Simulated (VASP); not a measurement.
# C (P6_3/mmc) in VASP: notebook

C is run at these levels: PBEsol; tasks: single point.

Program: VASP 6.6.1. These are calculated values, not measurements. Logs are shortened: lines on timing, memory, paths and dates and some standing lists are left out, and cuts for length are marked.

**1. The cell of the first run**

The structure is hexagonal, space group P6_3/mmc (No. 194). The conventional cell has a = 2.499 Å, b = 2.499 Å, c = 4.119 Å, α = 90.00°, β = 90.00°, γ = 120.00°. Within 2.0 Å of C (site symmetry 3m) lie 4 C at 1.53 to 1.54 Å.

**2. Single point, PBEsol (strained cell)**

INCAR reads:

```
SYSTEM = C
PREC     = Accurate       ! precision mode
ENCUT    = 520            ! plane-wave cutoff, eV
EDIFF    = 1E-6           ! SCF threshold, eV
ISMEAR   = 0              ! smearing method
SIGMA    = 0.02           ! smearing width, eV
LREAL    = .False.        ! projectors in reciprocal space
LASPH    = .True.         ! aspherical terms in the spheres
NELM     = 80             ! most SCF steps
ALGO     = Normal         ! electronic algorithm
ISIF     = 2              ! what is computed and relaxed
LWAVE    = .False.        ! write WAVECAR
LCHARG   = .True.         ! write CHGCAR
GGA      = PS             ! functional
LELF     = .True.         ! ELF
LVHAR    = .True.       
NBANDS   = 16             ! bands
```

KPOINTS reads:

```
Automatic mesh
0
Gamma
  9 9 6
  0 0 0
```

POSCAR reads:

```
C
1.0
    2.4991315043      0.0000000000      0.0000000000
   -1.2495657522      2.1643113701      0.0000000000
    0.0000000000      0.0000000000      4.1189829197
C
4
Direct
    0.3333333333      0.6666666667     -0.0002589785
    0.6666666667      0.3333333333      0.4997410215
    0.3333333333      0.6666666667      0.3742589785
    0.6666666667      0.3333333333      0.8742589785
```

Potentials or basis: VASP PAW PBE potentials, release 64 (C).

On the command line:

```sh
$ cat potpaw_PBE.64/C/POTCAR > POTCAR
$ mpirun -np 1 vasp_std > vasp.out
```

OUTCAR:

```text
SYSTEM = C
   PREC = Accurate
   ENCUT = 520
   EDIFF = 1E-6
   ISMEAR = 0
   LREAL = .False.
   LASPH = .True.
   NELM = 80
   ISIF = 2
   GGA = PS

 ion  position               nearest neighbor table
   1  0.333  0.667  1.000-   4 1.53   4 1.53   4 1.53   3 1.54
   2  0.667  0.333  0.500-   3 1.53   3 1.53   3 1.53   4 1.54
   3  0.333  0.667  0.374-   2 1.53   2 1.53   2 1.53   1 1.54
   4  0.667  0.333  0.874-   1 1.53   1 1.53   1 1.53   2 1.54

  LATTYP: Found a hexagonal cell.
 ALAT       =     2.4991315043
 C/A-ratio  =     1.6481657378

  Lattice vectors:

 A1 = (   2.4991315043,   0.0000000000,   0.0000000000)
 A2 = (  -1.2495657522,   2.1643113701,   0.0000000000)
 A3 = (   0.0000000000,   0.0000000000,   4.1189829197)

Analysis of symmetry for initial positions (statically):
=====================================================================
 Subroutine PRICEL returns:
 Original cell was already a primitive cell.

 Routine SETGRP: Setting up the symmetry group for a
 hexagonal supercell.

 Subroutine GETGRP returns: Found 24 space group operations
 (whereof  6 operations were pure point group operations)
 out of a pool of 24 trial point group operations.

The static configuration has the point symmetry C_3v.
 The point group associated with its full space group is D_6h.

Analysis of symmetry for dynamics (positions and initial velocities):
=====================================================================
 Subroutine PRICEL returns:
 Original cell was already a primitive cell.

 Routine SETGRP: Setting up the symmetry group for a
 hexagonal supercell.

 Subroutine GETGRP returns: Found 24 space group operations
 (whereof  6 operations were pure point group operations)
 out of a pool of 24 trial point group operations.

The dynamic configuration has the point symmetry C_3v.
 The point group associated with its full space group is D_6h.

 Subroutine INISYM returns: Found 24 space group operations
 (whereof  6 operations are pure point group operations),
 and found     1 'primitive' translations

----------------------------------------------------------------------------------------

                                     Primitive cell

  volume of cell :      22.2792

  direct lattice vectors                    reciprocal lattice vectors
     2.499131504  0.000000000  0.000000000     0.400139008  0.231020364  0.000000000
    -1.249565752  2.164311370  0.000000000     0.000000000  0.462040728  0.000000000
     0.000000000  0.000000000  4.118982920     0.000000000  0.000000000  0.242778380

  length of vectors
     2.499131504  2.499131504  4.118982920     0.462040728  0.462040728  0.242778380

  position of ions in fractional coordinates (direct lattice)
     0.333333333  0.666666667  0.999741022
     0.666666667  0.333333333  0.499741022
     0.333333333  0.666666667  0.374258979
     0.666666667  0.333333333  0.874258979

  ion indices of the primitive-cell ions
   primitive index   ion index
                 1           1
                 2           2
                 3           3
                 4           4

----------------------------------------------------------------------------------------

 KPOINTS: Automatic mesh

Automatic generation of k-mesh.
 Grid dimensions read from file:
 generate k-points for:    9    9    6

 Generating k-lattice:

  Cartesian coordinates                     Fractional coordinates (reciprocal lattice)
     0.044459890  0.025668929  0.000000000     0.111111111  0.000000000  0.000000000
     0.000000000  0.051337859  0.000000000     0.000000000  0.111111111  0.000000000
     0.000000000  0.000000000  0.040463063     0.000000000  0.000000000  0.166666667

  Length of vectors
     0.051337859  0.051337859  0.040463063

  Shift w.r.t. Gamma in fractional coordinates (k-lattice)
     0.000000000  0.000000000  0.000000000

 Subroutine IBZKPT returns following result:
 ===========================================

 Found     48 irreducible k-points:

 Following reciprocal coordinates:
            Coordinates               Weight
  0.000000  0.000000  0.000000      1.000000
  0.111111 -0.000000  0.000000      6.000000
  0.222222 -0.000000  0.000000      6.000000
  0.333333  0.000000  0.000000      6.000000
  0.444444 -0.000000  0.000000      6.000000
  0.111111  0.111111  0.000000      6.000000
[... 16 lines left out ...]
  0.333333  0.222222  0.166667     24.000000
  0.333333  0.333333  0.166667      4.000000
 [... further k-points ...]
   k-points           NKPTS =     48   k-points in BZ     NKDIM =     48   number of bands    NBANDS=     16
   number of dos      NEDOS =    301   number of ions     NIONS =      4
   total plane-waves  NPLWV =  12800
   dimension x,y,z NGX =    20 NGY =   20 NGZ =   32
   dimension x,y,z NGXF=    40 NGYF=   40 NGZF=   64
   ions per type =               4
   NGX,Y,Z   is equivalent  to a cutoff of  13.30, 13.30, 12.92 a.u.
   NGXF,Y,Z  is equivalent  to a cutoff of  26.61, 26.61, 25.83 a.u.
 SYSTEM =  C
   PREC   = accura    normal or accurate (medium, high low for compatibility)
   ISTART =      0    job   : 0-new  1-cont  2-samecut
   ICHARG =      2    charge: 1-file 2-atom 10-const
   ISPIN  =      1    spin polarized calculation?
   LNONCOLLINEAR =      F non collinear calculations
   LSORBIT =      F    spin-orbit coupling
   LASPH  =      T    aspherical Exc in radial PAW
   ENCUT  =  520.0 eV  38.22 Ry    6.18 a.u.   4.65  4.65  7.66*2*pi/ulx,y,z
   NELM   =     80;   NELMIN=  2; NELMDL= -5     # of ELM steps
   EDIFF  = 0.1E-05   stopping-criterion for ELM
   LREAL  =      F    real-space projection
   EDIFFG = 0.1E-04   stopping-criterion for IOM
   NSW    =      0    number of steps for IOM
   IBRION =     -1    ionic relax: 0-MD 1-quasi-New 2-CG
   NFREE  =      0    steps in history (QN), initial steepest desc. (CG)
   ISIF   =      2    stress and relaxation
   ISYM   =      2    0-nonsym 1-usesym 2-fastsym
   POTIM  = 0.5000    time-step for ionic-motion
   TEBEG  =    0.0;   TEEND  =   0.0 temperature during run
   PSTRESS=    0.0 pullay stress
   NELECT =      16.0000    total number of electrons
   NUPDOWN=      -1.0000    fix difference up-down
   EMIN   =  10.00;   EMAX   =-10.00  energy-range for DOS
   EFERMI =   0.00;   METHOD = LEGACY
   ISMEAR =     0;   SIGMA  =   0.02  broadening in eV -4-tet -1-fermi 0-gaus
   EFERMI_NEDOS =   21; number of points for ismear=-14 and -15
   IALGO  =     38    algorithm
   IMIX   =      4    mixing-type and parameters
     AMIX     =   0.40;   BMIX     =  1.00
     AMIX_MAG =   1.60;   BMIX_MAG =  1.00
  volume/ion in A,a.u.               =       5.57        37.59
  Fermi-wavevector in a.u.,A,eV,Ry     =   1.466049  2.770431 29.243005  2.149300
  Thomas-Fermi vector in A             =   2.581833
   LORBIT       =      0    0 simple, 1 ext, 2 COOP (PROOUT), +10 PAW based schemes
   GGA     = PS    functional components
   LHFCALC =     F    Hartree Fock is set to
   AEXX    =    0.0000 exact exchange contribution
   IVDW    =     0    specifies the selected vdW correction
   LEPSILON=     F    determine dielectric tensor
   LRPA    =     F    only Hartree local field effects (RPA)
 non-spin polarized calculation
 Gauss-broadening in eV      SIGMA  =   0.02
  energy-cutoff  :      520.00
  volume of cell :       22.28
 maximum number of plane-waves:       616
 NGX is ok and might be reduce to    20
   NGX =  9   NGY =  9   NGZ = 15

 number of electron      16.0000000 magnetization

 Free energy of the ion-electron system (eV)
  ---------------------------------------------------
  ext. energy  EPLUGINS =         0.00000000
  ---------------------------------------------------
  free energy    TOTEN  =       -38.39236921 eV

  energy without entropy =      -38.39236921  energy(sigma->0) =      -38.39236921

 E-fermi :  10.4392     XC(G=0): -13.5152

 val. band max:       10.2863938681   @ k =   0.0000   0.0000   0.0000
 cond. band min:      13.3132002926   @ k =   0.3333   0.3333   0.0000
 fundamental gap:      3.0268064245
 Fermi energy:        10.4391636624

 k-point     1 :       0.0000    0.0000    0.0000
  band No.  band energies     occupation
      1     -11.8155      2.00000
      2      -5.9402      2.00000
      3      -3.7357      2.00000
      4       7.0210      2.00000
      5       7.0210      2.00000
      6       9.7766      2.00000
[... 8 lines left out ...]
     15      24.8655      0.00000
     16      28.3666      0.00000

 k-point     2 :       0.1111   -0.0000    0.0000
  band No.  band energies     occupation
      1     -11.5062      2.00000
      2      -5.6632      2.00000
      3      -3.4463      2.00000
      4       5.5600      2.00000
      5       6.4130      2.00000
      6       9.0585      2.00000
[... 8 lines left out ...]
     15      25.1996      0.00000
     16      26.5984      0.00000

 k-point     3 :       0.2222   -0.0000    0.0000
  band No.  band energies     occupation
      1     -10.5852      2.00000
      2      -4.8372      2.00000
      3      -2.6198      2.00000
      4       2.5264      2.00000
      5       5.2316      2.00000
      6       6.4661      2.00000
[... 8 lines left out ...]
     15      24.6353      0.00000
     16      26.1095      0.00000

 k-point     4 :       0.3333    0.0000    0.0000
  band No.  band energies     occupation
      1      -9.0795      2.00000
      2      -3.4817      2.00000
      3      -1.7834      2.00000
      4      -0.2780      2.00000
      5       3.6016      2.00000
      6       4.2144      2.00000
[... 8 lines left out ...]
     15      25.3918      0.00000
     16      26.4844      0.00000

 k-point     5 :       0.4444   -0.0000    0.0000
  band No.  band energies     occupation
      1      -7.1292      2.00000
      2      -3.9810      2.00000
      3      -1.6885      2.00000
      4       0.4465      2.00000
      5       0.9786      2.00000
      6       3.6585      2.00000
[... 8 lines left out ...]
     15      26.8893      0.00000
     16      28.6375      0.00000

 k-point     6 :       0.1111    0.1111    0.0000
  band No.  band energies     occupation
      1     -10.8910      2.00000
      2      -5.1118      2.00000
      3      -2.8861      2.00000
      4       3.6878      2.00000
      5       5.0842      2.00000
      6       7.4308      2.00000
[... 8 lines left out ...]
     15      25.5770      0.00000
     16      25.9115      0.00000
[... 267 lines left out ...]
 k-point    21 :       0.4444    0.1111    0.1667
  band No.  band energies     occupation
      1      -6.0939      2.00000
      2      -4.3971      2.00000
      3      -1.9421      2.00000
      4      -0.3521      2.00000
      5       1.9710      2.00000
      6       2.8647      2.00000
[... 8 lines left out ...]
     15      26.3318      0.00000
     16      28.4760      0.00000

 k-point    22 :       0.2222    0.2222    0.1667
  band No.  band energies     occupation
      1      -8.0096      2.00000
      2      -3.8194      2.00000
      3      -1.1594      2.00000
      4       1.3130      2.00000
      5       1.4286      2.00000
      6       2.7328      2.00000
[... 8 lines left out ...]
     15      24.0661      0.00000
     16      26.6946      0.00000

 k-point    23 :       0.3333    0.2222    0.1667
  band No.  band energies     occupation
      1      -6.1072      2.00000
      2      -3.3976      2.00000
      3      -1.8814      2.00000
      4       0.2480      2.00000
      5       0.7111      2.00000
      6       2.5946      2.00000
[... 8 lines left out ...]
     15      25.5798      0.00000
     16      26.9162      0.00000

 k-point    24 :       0.3333    0.3333    0.1667
  band No.  band energies     occupation
      1      -4.4166      2.00000
      2      -4.4166      2.00000
      3      -0.9928      2.00000
      4      -0.3292      2.00000
      5      -0.3292      2.00000
      6       2.6699      2.00000
[... 8 lines left out ...]
     15      25.9454      0.00000
     16      25.9454      0.00000

 [... further k-points ...]
[... 5 lines left out ...]
  --------------------------------------------------------------------------------------
  -------------------------------------------------------------------------------------
  Total        0.1642452      0.1642452      2.0894563     -0.0000000      0.0000000      0.0000000
  in kB       11.8114856     11.8114856    150.2605720     -0.0000000      0.0000000      0.0000000
  external PRESSURE =      57.9611811 kB  Pullay stress =       0.0000000 kB

 VOLUME and BASIS-vectors are now :
 -----------------------------------------------------------------------------
  energy-cutoff  :      520.00
  volume of cell :       22.28
      direct lattice vectors                 reciprocal lattice vectors
     2.499131504  0.000000000  0.000000000     0.400139008  0.231020364  0.000000000
    -1.249565752  2.164311370  0.000000000     0.000000000  0.462040728  0.000000000
     0.000000000  0.000000000  4.118982920     0.000000000  0.000000000  0.242778380

 POSITION                                       TOTAL-FORCE (eV/Angst)
 -----------------------------------------------------------------------------------
     -0.00000      1.44287      4.11792         0.000000      0.000000      0.002107
      1.24957      0.72144      2.05842         0.000000      0.000000      0.002107
     -0.00000      1.44287      1.54157        -0.000000     -0.000000     -0.002107
      1.24957      0.72144      3.60106        -0.000000      0.000000     -0.002107
 -----------------------------------------------------------------------------------
    total drift:                               -0.000000      0.000000      0.000002

  FREE ENERGIE OF THE ION-ELECTRON SYSTEM (eV)
  ---------------------------------------------------
  free  energy   TOTEN  =       -38.3923692070 eV

  energy  without entropy=      -38.3923692070  energy(sigma->0) =      -38.39236921
```

Wall time 7.1 s (1 thread of AMD EPYC 9R45 (Zen 5), shared host); peak memory 0.1 GiB.

Results:

| Item | Value |
| --- | --- |
| Free energy | -38.3924 eV |
| Pressure | 5.8 GPa |
| Band gap on the k mesh | 3.03 eV, indirect (least direct gap 4.81 eV) |

Forces in eV/Å, atoms in the order of the input:
```
C    0.000  0.000  0.002
C    0.000  0.000  0.002
C    0.000  0.000 -0.002
C    0.000  0.000 -0.002
```

Stress tensor (GPa, compression positive):
```
 1.18  0.00  0.00
 0.00  1.18  0.00
 0.00  0.00 15.03
```

Caveat: the cell differs from its parent crystal (strained cell); the PAW data sets were made with another functional, which shifts forces and pressure a little. A k mesh can miss the band edges.

**3. Single point, PBEsol (strained cell)**

INCAR reads:

```
SYSTEM = C
PREC = Accurate ; ENCUT = 520
EDIFF = 1E-7 ; ISMEAR = 0
SIGMA = 0.02 ; LREAL = .FALSE.
LASPH = .TRUE. ; NELM = 80
ALGO = Normal ; ISIF = 2
LWAVE = .FALSE. ; LCHARG = .TRUE.
GGA = PS ; LELF = .TRUE.
LVHAR = .TRUE. ; NBANDS = 16
```

KPOINTS reads:

```
regular mesh
0
G
  9 9 6
  0 0 0
```

POSCAR: that of step 2 with these lines changed.

```diff
@@ -2,4 +2,4 @@
 1.0
-    2.4991315043      0.0000000000      0.0000000000
-   -1.2495657522      2.1643113701      0.0000000000
+    2.4990941175      0.0000000000      0.0000000000
+   -1.2495470588      2.1642789922      0.0000000000
     0.0000000000      0.0000000000      4.1189829197
```

Potentials or basis: VASP PAW PBE potentials, release 64 (C).

On the command line:

```sh
$ cat potpaw_PBE.64/C/POTCAR > POTCAR
$ mpirun -np 1 vasp_std > vasp.out
```

It took 7.7 s on 1 thread of AMD EPYC 9R45 (Zen 5), shared host; peak memory 0.1 GiB.

It converged, with:

| Quantity | Value |
| --- | --- |
| Free energy | -38.3924 eV |
| Pressure | 5.8 GPa |
| Band gap on the k mesh | 3.03 eV, indirect (least direct gap 4.81 eV) |

Forces in eV/Å, atoms in the order of the input:
```
C    0.000  0.000  0.002
C    0.000  0.000  0.002
C    0.000  0.000 -0.002
C    0.000  0.000 -0.002
```

Stress tensor (GPa, compression positive):
```
 1.20  0.00  0.00
 0.00  1.20  0.00
 0.00  0.00 15.03
```

Levels at points of the mesh, in eV from the valence-band top:
```csv
k point,band 4,band 5,band 6,band 7,band 8,band 9,band 10,band 11,band 12,band 13
"(0.00, 0.00, 0.00)",-3.27,-3.27,-0.51,0.00,0.00,4.81,4.81,5.60,8.07,9.59
"(0.00, 0.00, 0.50)",-7.08,-1.97,-1.97,-1.97,-1.97,7.19,7.19,7.19,7.19,7.61
```

Caveat: the cell differs from its parent crystal (strained cell); the PAW data sets were made with another functional, which shifts forces and pressure a little. A k mesh can miss the band edges.

(Continued in part 2 of 2.)
